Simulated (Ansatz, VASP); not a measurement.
## One calculation of Mo, two programs

File INCAR:

```
PREC     = Accurate       # precision mode
ENCUT    = 520            # plane-wave cutoff, eV
EDIFF    = 1E-7           # SCF threshold, eV
ISMEAR   = -1             # smearing method
SIGMA    = 0.08           # smearing width, eV
LREAL    = F              # projectors in reciprocal space
LASPH    = T              # aspherical terms in the spheres
NELM     = 60             # most SCF steps
ALGO     = Normal         # electronic algorithm
ISIF     = 2              # what is computed and relaxed
LWAVE    = F              # write WAVECAR
LCHARG   = F              # write CHGCAR
GGA      = CA             # functional
NBANDS   = 21             # bands
```

Contents of KPOINTS:

```
Automatic mesh
0
Gamma
  11 11 11
```

Contents of POSCAR:

```
Mo
1.0
    3.1112033377      0.0000000000      0.0000000000
    0.0000000000      3.1112033377      0.0000000000
    0.0000000000      0.0000000000      3.1112033377
Mo
2
Direct
    0.0000000000      0.0000000000      0.0000000000
    0.5000000000      0.5000000000      0.5000000000
```

Input for Ansatz:

```yaml
crystal:
  lattice:
    - [3.1112033377, 0.0, 0.0]
    - [0.0, 3.1112033377, 0.0]
    - [0.0, 0.0, 3.1112033377]
  atoms:
    - { symbol: Mo, position: [0.0, 0.0, 0.0] }
    - { symbol: Mo, position: [0.5, 0.5, 0.5] }
kpoints:
  mp_grid: { grid: [11, 11, 11] }
scf:
  occupations: { method: fermi_dirac, width: 0.08 }
hamiltonian:
  xc: lda
  pseudopotentials: { kind: paw }
output:
  forces: true
  stress: true
  eigenvalues: true
```

Alike in both runs: task single point; functional LDA; k mesh 11 × 11 × 11; occupations fermi-dirac, width 0.08 eV; no spin polarisation.

```csv
,VASP,Ansatz
version,VASP 6.6.1,Ansatz 0.2.0
potentials or method,"VASP PAW LDA potentials, release 64 (Mo_sv)","PAW with Ansatz's default frozen-core files, scalar-relativistic"
plane-wave cutoff (eV),520,420
valence electrons in the cell,28,28
```

VASP gave:

```
pressure (GPa) : 1.3
```

Problem. Which values does Ansatz return?

Solution. Pressure (GPa): 0.1.

LDA's correlation is that of Perdew and Zunger in VASP and of Perdew and Wang (1992) in Ansatz.
